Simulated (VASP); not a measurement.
Crystal: Rh.

```
Rh
1.0
     0.00000    1.89385    1.89385
     1.89385    0.00000    1.89385
     1.89385    1.89385    0.00000
Rh
1
Direct
  0.00000 0.00000 0.00000
```

Base run:

```yaml
Program: VASP 6.6.1
Functional: r2SCAN
Dispersion: D4
Potentials_or_basis: VASP PAW PBE potentials, release 64 (Rh_pv)
Cutoff: 520 eV
k_mesh: 12 × 12 × 12
Occupations: fermi-dirac, width 0.05 eV
Spin: no spin polarisation
```

Its results: pressure 1.2 GPa.

Question: The run is repeated on the same cell with these changes: potentials or basis from VASP PAW PBE potentials, release 64 (Rh_pv) to VASP PAW PBE potentials, release 64 (Rh_sv_GW); cutoff from 520 eV to 580 eV; further incar settings from ALGO = Normal; EDIFF = 1e-07; NBANDS = 14 to ALGO = Normal; EDIFF = 1e-06; NBANDS = 14; valence electrons from 15 to 17. What comes out?

Answer: Pressure -1.7 GPa.

Caveats: the PAW data sets were made with another functional, which shifts forces and pressure a little; pairwise dispersion overbinds metals, which lowers pressure and volume.
